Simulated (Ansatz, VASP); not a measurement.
Ti in VASP and in Ansatz

```
Ti
1.0
     0.00000    2.01638    2.01638
     2.01638    0.00000    2.01638
     2.01638    2.01638    0.00000
Ti
1
Direct
  0.00000 0.00000 0.00000
```

Change from the starting cell: volume scaled by 0.98, PAW files.

Alike in both runs: task electric field gradients; functional PBE; k mesh 15 × 15 × 15; occupations fermi-dirac, width 0.05 eV; no spin polarisation.

|  | VASP | Ansatz |
| --- | --- | --- |
| version | VASP 6.6.1 | Ansatz 0.2.0 |
| potentials or method | VASP PAW PBE potentials, release 64 (Ti_sv) | PAW with Ansatz's default frozen-core files, scalar-relativistic |
| plane-wave cutoff (eV) | 520 | 420 |
| valence electrons in the cell | 12 | 12 |

|  | VASP | Ansatz | Ansatz less VASP |
| --- | --- | --- | --- |
| pressure (GPa) | 6.7 | 7.0 | +0.36 |
